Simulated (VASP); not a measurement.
Crystal: Au.

```
Au
1.0
     1.41131   -2.55593    0.00000
     1.41131    2.55593    0.00000
     0.00000    0.00000    4.89317
Au
2
Direct
  0.33467 0.66533 0.25000
  0.66533 0.33467 0.75000
```

Base run:

* Program: VASP 6.6.1
* Functional: PBE
* Potentials or basis: VASP PAW PBE potentials, release 64 (Au)
* Cutoff: 520 eV
* k mesh: 11 × 11 × 6
* Occupations: fermi-dirac, width 0.05 eV
* Spin: no spin polarisation

Its results: band gap on the k mesh zero (bands 11 and 12 overlap by 6.23 eV); pressure 2.9 GPa; largest force 0.025 eV/Å.

Q: The run is repeated on the same cell with these changes: functional from PBE to r2SCAN; further incar settings from ALGO = Normal; EDIFF = 1e-06; NBANDS = 18 to ALGO = Normal; EDIFF = 1e-07; NBANDS = 18. What comes out?

A: Band gap on the k mesh zero (bands 11 and 12 overlap by 6.62 eV); pressure -0.1 GPa; largest force 0.013 eV/Å.

Caveats: spin-orbit coupling is left out, which moves the levels of the heavy elements; the PAW data sets were made with another functional, which shifts forces and pressure a little (at least some runs).
